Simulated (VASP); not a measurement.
## HfB: elastic constants with PBEsol

Crystal: HfB.

```
Hf B
1.0
     0.00000    2.31000    2.31000
     2.31000    0.00000    2.31000
     2.31000    2.31000    0.00000
Hf B
1 1
Direct
  0.50000 0.50000 0.50000
  0.00000 0.00000 0.00000
```

```yaml
Program: VASP 6.6.1
Task: elastic constants
Functional: PBEsol
Potentials_or_basis: VASP PAW PBE potentials, release 64 (Hf_pv, B)
Cutoff: 600 eV
k_mesh: 8 × 8 × 8
Occupations: fermi-dirac, width 0.05 eV
Spin: no spin polarisation
Dipole_correction: no
Ions_in_elastic_constants: relaxed
Further_INCAR_settings: ALGO = Normal; EDIFF = 1e-08; IBRION = 6; POTIM = 0.015; NSW = 1; ISIF = 3
```

The elastic constants C11, C12, C44 are 592, 77, 32 GPa. The voigt bulk modulus is 249 GPa and the highest phonon frequency at Γ, LO-TO splitting left out is 534 cm⁻¹.

Phonon frequencies in cm⁻¹ (negative: imaginary):
| q point | frequencies |
| --- | --- |
| (0.000, 0.000, 0.000) | 0 0 0 534 534 534 |

Elastic tensor in Voigt notation (GPa, in the Cartesian axes of the cell as first typed):
```
592  77  77   0   0   0
 77 592  77   0   0   0
 77  77 592   0   0   0
  0   0   0  32   0   0
  0   0   0   0  32   0
  0   0   0   0   0  32
```

Clamped-ion elastic tensor (GPa):
```
592  77  77   0   0   0
 77 592  77   0   0   0
 77  77 592   0   0   0
  0   0   0  32   0   0
  0   0   0   0  32   0
  0   0   0   0   0  32
```

Wall time 7.6 min on 1 thread of AMD EPYC 7R43 64-Core Processor (Zen 3), on a shared host, peak memory 0.2 GiB.

Caveat: the cell is under stress, which shifts elastic constants; the PAW data sets were made with another functional, which shifts forces and pressure a little.
